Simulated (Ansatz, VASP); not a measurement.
# One calculation of Bi, two programs

```
Bi
1.0
    -3.91144    4.43770    1.34761
     3.95255   -4.43770    1.46997
     3.91144    4.43770   -1.34761
Bi
1
Cartesian
  0.0000 0.0000 0.0000
```

Alike in both runs: task single point; functional PBE; k mesh 14 × 14 × 14; occupations gaussian, width 0.1 eV; no spin polarisation.

```csv
,VASP,Ansatz
version,VASP 6.6.1,Ansatz 0.2.0
potentials or method,"VASP PAW PBE potentials, release 64 (Bi_d), cutoff 520 eV","scalar-relativistic, plane waves, PAW"
valence electrons in the cell,15,15
```

VASP gave:

- gap on the k mesh at the Fermi level (eV): none
- pressure (GPa): 0.3
- traceless stress, the component that is largest in VASP (GPa): 1.01

Q: What did Ansatz give for the same quantities?

A: gap on the k mesh at the Fermi level (eV): none; pressure (GPa): 0.3; traceless stress, the component that is largest in VASP (GPa): 1.03.

A gap of «none» marks a metal or a gap that the smearing closes.

Spin-orbit coupling is off throughout.
